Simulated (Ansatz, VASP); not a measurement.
**Two plane-wave programs on Ru**

POSCAR

```
Ru
1.0
    2.7058000000      0.0000000000      0.0000000000
   -1.3529000000      2.3432915400      0.0000000000
    0.0000000000      0.0000000000      4.2819000000
Ru
2
Direct
    0.3333333300      0.6666666700      0.2500000000
    0.6666666700      0.3333333300      0.7500000000
```

File INCAR.step1:

```
SYSTEM = Ru
  ALGO = Normal
  EDIFF = 1E-5
  ENCUT = 550
  GGA = PE
  GGA_COMPAT = .FALSE.
  ISMEAR = -1
  LASPH = .TRUE.
  LCHARG = .FALSE.
  LREAL = .FALSE.
  LWAVE = .TRUE.
  NBANDS = 21
  NELM = 120
  PREC = Accurate
  SIGMA = 0.2
```

The input INCAR.step2:

```
SYSTEM = Ru
  ALGO = Normal
  EDIFF = 1E-6
  ENCUT = 550
  GGA_COMPAT = .FALSE.
  ISIF = 2
  ISMEAR = -1
  ISTART = 1
  LASPH = .TRUE.
  LCHARG = .TRUE.
  LELF = .TRUE.
  LMIXTAU = .TRUE.
  LREAL = .FALSE.
  LVHAR = .TRUE.
  LWAVE = .FALSE.
  METAGGA = R2SCAN
  NBANDS = 21
  NELM = 120
  PREC = Accurate
  SIGMA = 0.2
```

File KPOINTS:

```
k-points
0
G
  14 14 8
  0 0 0
```

Input for Ansatz:

```yaml
crystal:
  lattice:
    - [2.7058, 0.0, 0.0]
    - [-1.3529, 2.34329154, 0.0]
    - [0.0, 0.0, 4.2819]
  atoms:
    - { symbol: Ru, position: [0.33333333000000004, 0.66666667, 0.25] }
    - { symbol: Ru, position: [0.66666667, 0.33333333, 0.75] }
basis:
  ecutwfc: 530.0
kpoints:
  mp_grid:
    grid: [14, 14, 8]
hamiltonian:
  xc: r2scan
scf:
  occupations:
    method: fermi_dirac
    width: 0.2
output:
  forces: true
  stress: true
```

Alike in both runs: task single point; functional r2SCAN; k mesh 14 × 14 × 8; occupations fermi-dirac, width 0.2 eV; no spin polarisation.

|  | VASP | Ansatz |
| --- | --- | --- |
| version | VASP 6.6.1 | Ansatz 0.2.0 |
| potentials or method | VASP PAW PBE potentials, release 64 (Ru_pv), cutoff 550 eV | plane waves, PAW |
| valence electrons in the cell | 28 | 32 |

|  | VASP | Ansatz | Ansatz less VASP |
| --- | --- | --- | --- |
| pressure (GPa) | 0.4 | -1.1 | -1.47 |
| traceless stress, the component that is largest in VASP (GPa) | -0.92 | -1.02 | -0.102 |

VASP's potentials were made for PBE, not for r2SCAN. VASP's potentials hold 28 valence electrons a cell and Ansatz's 32, so a difference there can come from the potentials and not from the codes.
